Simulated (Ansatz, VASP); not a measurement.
# KF in VASP and in Ansatz

The input INCAR:

```
SYSTEM = KF
ALGO = Normal
EDIFF = 1E-7
ENCUT = 520
GGA = PE
ISIF = 2
ISMEAR = 0
LASPH = .TRUE.
LCHARG = .FALSE.
LREAL = .FALSE.
LWAVE = .FALSE.
NBANDS = 24
NELM = 80
PREC = Accurate
SIGMA = 0.01
```

The input KPOINTS:

```
k-points
0
G
  6 6 2
  0 0 0
```

File POSCAR:

```
KF
1.0
    3.6599347861      0.0000000000      0.0000000000
   -1.8299673931      3.1695965009      0.0000000000
    0.0000000000      0.0000000000      6.4788135034
K F
2 2
Direct
    0.0000000000      0.0000000000      0.0000000000
    0.0000000000      0.0000000000      0.5000000000
    0.3333333333      0.6666666667      0.2500000000
    0.6666666667      0.3333333333      0.7500000000
```

Input for Ansatz:

```yaml
crystal:
  lattice:
    - [3.6599347861, 0.0, 0.0]
    - [-1.8299673931, 3.1695965009, 0.0]
    - [0.0, 0.0, 6.4788135034]
  atoms:
    - { symbol: K, position: [0.0, 0.0, 0.0] }
    - { symbol: K, position: [0.0, 0.0, 0.5] }
    - { symbol: F, position: [0.3333333333, 0.6666666667, 0.25] }
    - { symbol: F, position: [0.6666666667, 0.3333333333, 0.75] }
kpoints:
  mp_grid: { grid: [6, 6, 2] }
hamiltonian:
  xc: pbe
scf:
  occupations: { method: fixed }
output:
  optics:
    e_range: [2, 15]
    de: 0.1
    sigma: 0.15
    scissors: 0
    scheme: fermi_dirac
    bands: { spectra_wanted_up_to: 15 }
```

Alike in both runs: task single point; functional PBE; k mesh 6 × 6 × 2; no spin polarisation.

|  | VASP | Ansatz |
| --- | --- | --- |
| version | VASP 6.6.1 | Ansatz 0.2.0 |
| potentials or method | VASP PAW PBE potentials, release 64 (K_sv, F) | plane waves, PAW |
| plane-wave cutoff (eV) | 520 | 420 |
| occupations | gaussian, width 0.01 eV | fixed |
| valence electrons in the cell | 32 | 32 |

```tsv
	VASP	Ansatz	Ansatz less VASP
gap on the k mesh at the Fermi level (eV)	6.19	6.20	+0.017
```

The k mesh is coarse, so the values compare programs but aren't converged.
